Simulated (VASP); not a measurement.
Here is a VASP 6.6.1 calculation.

The input INCAR:

```
SYSTEM = Cs
PREC = Accurate
ENCUT = 500
EDIFF = 1E-6
ISMEAR = -1
SIGMA = 0.05
LREAL = .FALSE.
LASPH = .TRUE.
NELM = 120
ALGO = Normal
ISIF = 2
LWAVE = .FALSE.
LCHARG = .FALSE.
GGA = CA
NBANDS = 10
GGA_COMPAT = .FALSE.
```

KPOINTS

```
Automatic mesh
0
G
  12 12 12
  0 0 0
```

File POSCAR:

```
Cs
1.0
    0.0000000000      2.7030436849      2.7030436849
    2.7030436849      0.0000000000      2.7030436849
    2.7030436849      2.7030436849      0.0000000000
Cs
1
Direct
    0.0000000000      0.0000000000      0.0000000000
```

Potentials or basis: VASP PAW LDA potentials, release 64 (Cs_sv).

Launch:

```bash
$ cat potpaw_LDA.64/Cs_sv/POTCAR > POTCAR
$ mpirun -np 1 vasp_std > vasp.out
```

Task: Predict the pressure.

Result: 5.1 GPa.

Task: What does it give for the band gap on the k mesh?

Result: Zero (an odd number of electrons rules out a gap without spin polarisation).

Caveat: the cell stands under pressure; spin-orbit coupling is left out, which moves the levels of the heavy elements.
